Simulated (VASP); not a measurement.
Here is a VASP 6.6.1 calculation.

Contents of POSCAR:

```
Ga2PN
1.0
    3.3520943031      0.0000000000      0.0000000000
    0.0000000000      3.3520943031      0.0000000000
    0.0000000000      0.0000000000      4.7326784216
N Ga P
1 2 1
Direct
    0.0000000000      0.0000000000      0.0000000000
    0.0000000000      0.0000000000      0.5000000000
    0.5000000000      0.5000000000      0.0000000000
    0.5000000000      0.5000000000      0.5000000000
```

File INCAR.step1:

```
PREC = Accurate
ENCUT = 520
EDIFF = 1E-5
ISMEAR = -1
SIGMA = 0.02
LREAL = False
LASPH = True
NELM = 60
ALGO = Normal
ISIF = 2
LWAVE = True
LCHARG = False
GGA = PE
NBANDS = 26
```

INCAR.step2

```
PREC = Accurate
ENCUT = 520
EDIFF = 1E-6
ISMEAR = -1
SIGMA = 0.02
LREAL = False
LASPH = True
NELM = 60
ALGO = Normal
ISIF = 2
LWAVE = False
LCHARG = False
GGA = PE
LHFCALC = True
AEXX = 1.0
PRECFOCK = Normal
ISTART = 1
NBANDS = 26
ALDAC = 1.0
AGGAC = 1.0
```

KPOINTS

```
regular mesh
0
Gamma
  4 4 2
```

Potentials or basis: VASP PAW PBE potentials, release 64 (N, Ga_d, P).

The run is started by

```sh
$ cat potpaw_PBE.64/N/POTCAR potpaw_PBE.64/Ga_d/POTCAR potpaw_PBE.64/P/POTCAR > POTCAR
$ cp INCAR.step1 INCAR
$ mpirun -np 1 vasp_std > vasp.out
$ cp INCAR.step2 INCAR
$ mpirun -np 1 vasp_std > vasp.out
```

(1) What does it give for the pressure?

(2) What does it give for the band gap on the k mesh?

## Answers

(1) -14.4 GPa.

(2) zero (bands 18 and 19 overlap by 5.16 eV).

Caveat: the k points lie up to 0.66 Å⁻¹ apart, too coarse for converged energies and pressures of a metal; the PAW data sets were made with another functional, which shifts forces and pressure a little.
